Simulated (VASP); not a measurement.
Write the native input for VASP 6.6.1 that does the following.

```yaml
Task: single point
Functional: PBEsol
Potentials_or_basis: VASP PAW PBE potentials, release 64 (Fe, Co)
Cutoff: 520 eV
k_mesh: 6 × 6 × 6
Occupations: gaussian, width 0.1 eV
Spin: collinear spin, ferromagnetic start
Starting_moments: "[2.85, 1.83, 1.83, 1.83] μB"
Dipole_correction: no
Further_INCAR_settings: ALGO = Fast; EDIFF = 1e-06; NBANDS = 30
```

The structure of FeCo3 lies in POSCAR:

```
FeCo3
1.0
    3.5357026200      0.0000000000      0.0000000000
    0.0000000000      3.5357026200      0.0000000000
    0.0000000000      0.0000000000      3.5357026200
Fe Co
1 3
Direct
    0.0000000000      0.0000000000      0.0000000000
    0.5000000000      0.5000000000      0.0000000000
    0.5000000000      0.0000000000      0.5000000000
    0.0000000000      0.5000000000      0.5000000000
```

These files were run (other wordings do the same):

INCAR

```
ALGO = Fast
EDIFF = 1E-6
ENCUT = 520
GGA = PS
ISIF = 2
ISMEAR = 0
ISPIN = 2
LASPH = True
LCHARG = False
LMAXMIX = 4
LORBIT = 11
LREAL = False
LWAVE = False
MAGMOM = 2.85 1.83 1.83 1.83
NBANDS = 30
NELM = 150
PREC = Accurate
SIGMA = 0.1
```

KPOINTS

```
k-points
0
Gamma
  6 6 6
```

Potentials or basis: VASP PAW PBE potentials, release 64 (Fe, Co).

Launch:

```sh
$ cat potpaw_PBE.64/Fe/POTCAR potpaw_PBE.64/Co/POTCAR > POTCAR
$ mpirun -np 1 vasp_std > vasp.out
```

It gave:

* Pressure: -8.2 GPa
* Net moment: 7.50 μB per cell
* Site moments: Fe +2.60; Co +1.64 μB
* Valence electrons inside the program's atomic spheres: Fe 7.23; Co 8.27

Caveat: the cell stands under tension; the PAW data sets were made with another functional, which shifts forces and pressure a little.

It took 30 s on 1 thread of Intel(R) Xeon(R) 6975P-C (Granite Rapids), on a shared host, peak memory 0.19 GiB.
